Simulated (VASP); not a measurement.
W:

```xyz
1
Lattice="0.0000 2.0300 2.0300 2.0300 0.0000 2.0300 2.0300 2.0300 0.0000" Properties=species:S:1:pos:R:3 pbc="T T T"
W     0.0000    0.0000    0.0000
```

```yaml
Program: VASP 6.6.1
Task: relaxation of cell and atoms
Functional: PBE
Dispersion: D3(BJ)
Potentials_or_basis: VASP PAW PBE potentials, release 64 (W_sv)
Cutoff: 600 eV
k_mesh: 11 × 11 × 11
Occupations: fermi-dirac, width 0.05 eV
Spin: no spin polarisation
```

At the start: pressure -10.9 GPa; volume 16.73 Å³/atom.

**Question.** Where does the relaxation end?

**Answer.** Over 7 steps the energy falls by 22.1 meV/atom and the volume is 16.10 Å³/atom (-3.7 %); space group Fm-3m (No. 225, to 0.05 Å).

Step by step:
```
step  energy change (eV)  largest force (eV/Å)  pressure (GPa)  volume (Å³)
   1              0.0000                0.0000          -10.89        16.73
   2              0.2699                0.0000           52.24        14.12
   3             -0.0220                0.0000           -0.80        16.15
   4             -0.0221                0.0000           -0.11        16.11
   5             -0.0221                0.0000            0.13        16.10
   6             -0.0221                0.0000           -0.34        16.12
   7             -0.0221                0.0000            0.01        16.10
```

Final structure:
```
W
1.0
     0.00000    2.00431    2.00431
     2.00431    0.00000    2.00431
     2.00431    2.00431    0.00000
W
1
Direct
  0.00000 0.00000 0.00000
```

Caveat: pairwise dispersion overbinds metals, which lowers pressure and volume.
